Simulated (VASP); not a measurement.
Set up this calculation in VASP 6.6.1, as the native input.

```
Task                   : single point
Functional             : PBE
Potentials or basis    : VASP PAW PBE potentials, release 64 (Ir)
Cutoff                 : 520 eV
k mesh                 : 22 × 22 × 22
Occupations            : gaussian, width 0.15 eV
Spin                   : no spin polarisation
Dipole correction      : no
Further INCAR settings : ALGO = Fast; EDIFF = 1e-06; NBANDS = 10
```

The structure of Ir lies in POSCAR:

```
Ir
1.0
    0.0047992500      1.9197000000      1.9197000000
    1.9197000000      0.0047992500      1.9197000000
    1.9244992500      1.9244992500      0.0000000000
Ir
1
Direct
    0.0000000000      0.0000000000      0.0000000000
```

This cell differs from its parent crystal: strain +0.0050 x Voigt [0, 0, 0, 0, 0, 1].

The input as run:

INCAR

```
SYSTEM = Ir
PREC = Accurate
ENCUT = 520
EDIFF = 1E-6
ISMEAR = 0
SIGMA = 0.15
LREAL = .False.
LASPH = .True.
NELM = 80
ALGO = Fast
ISIF = 2
LWAVE = .False.
LCHARG = .True.
GGA = PE
LELF = .True.
LVHAR = .True.
NBANDS = 10
```

KPOINTS

```
regular mesh
0
Gamma
  22 22 22
  0 0 0
```

Potentials or basis: VASP PAW PBE potentials, release 64 (Ir).

Command:

```bash
$ cat potpaw_PBE.64/Ir/POTCAR > POTCAR
$ mpirun -np 1 vasp_std > vasp.out
```

It gave:

```json
{
  "Pressure": "9.6 GPa",
  "Band gap on the k mesh": "zero (an odd number of electrons rules out a gap without spin polarisation)"
}
```

Caveat: the cell differs from its parent crystal (strain +0.0050 x Voigt [0, 0, 0, 0, 0, 1]); the cell stands under pressure; spin-orbit coupling is left out, which moves the levels of the heavy elements.

It took 83 s on 1 thread of Intel(R) Xeon(R) 6975P-C (Granite Rapids), with other jobs on the host, peak memory 0.33 GiB.
